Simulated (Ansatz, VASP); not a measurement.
**Two plane-wave programs on GaAs**

INCAR

```
SYSTEM = GaAs
ALGO = Normal
EDIFF = 1E-8
ENCUT = 520
ISIF = 2
ISMEAR = -1
LASPH = .True.
LCHARG = .False.
LEFG = .True.
LREAL = .False.
LWAVE = .False.
NBANDS = 16
NELM = 80
PREC = Accurate
SIGMA = 0.08
```

File KPOINTS:

```
k-points
0
Gamma
  10 10 10
  0 0 0
```

Contents of POSCAR:

```
GaAs
1.0
    0.0000000000      2.8268500000      2.8268500000
    2.8268500000      0.0000000000      2.8268500000
    2.8268500000      2.8268500000      0.0000000000
Ga As
1 1
Direct
    0.0000000000      0.0000000000      0.0000000000
    0.7500000000      0.7500000000      0.7500000000
```

Input for Ansatz:

```yaml
crystal:
  lattice:
    - [0.0, 2.82685, 2.82685]
    - [2.82685, 0.0, 2.82685]
    - [2.82685, 2.82685, 0.0]
  atoms:
    - { symbol: Ga, position: [0.0, 0.0, 0.0] }
    - { symbol: As, position: [0.75, 0.75, 0.75] }
kpoints:
  mp_grid: { grid: [10, 10, 10] }
  band_path:
    path:
      - [0.0, 0.0, 0.0]
      - [-0.5, -0.5, 0.0]
      - [-0.375, -0.375, 0.25]
      - [-0.375, 0.0, 0.375]
      - [0.0, 0.0, 0.0]
      - [0.0, 0.0, 0.5]
      - [-0.5, -0.25, 0.25]
      - [-0.5, -0.5, 0.0]
    npoints: 5
scf:
  occupations: { method: fermi_dirac, width: 0.08 }
hamiltonian:
  xc: lda
  pseudopotentials: { kind: paw }
output:
  forces: true
  stress: true
  eigenvalues: true
  efg: { contact_densities: true }
```

Alike in both runs: task electric field gradients; functional LDA; k mesh 10 × 10 × 10; occupations fermi-dirac, width 0.08 eV; no spin polarisation.

|  | VASP | Ansatz |
| --- | --- | --- |
| version | VASP 6.6.1 | Ansatz 0.2.0 |
| potentials or method | VASP PAW LDA potentials, release 64 (Ga_d, As) | PAW with Ansatz's default frozen-core files, scalar-relativistic |
| plane-wave cutoff (eV) | 520 | 420 |
| valence electrons in the cell | 18 | 28 |

```csv
,VASP,Ansatz,Ansatz less VASP
pressure (GPa),-1.6,-1.9,-0.28
```

LDA's correlation is that of Perdew and Zunger in VASP and of Perdew and Wang (1992) in Ansatz. VASP's potentials hold 18 valence electrons a cell and Ansatz's 28, so a difference there can come from the potentials and not from the codes.
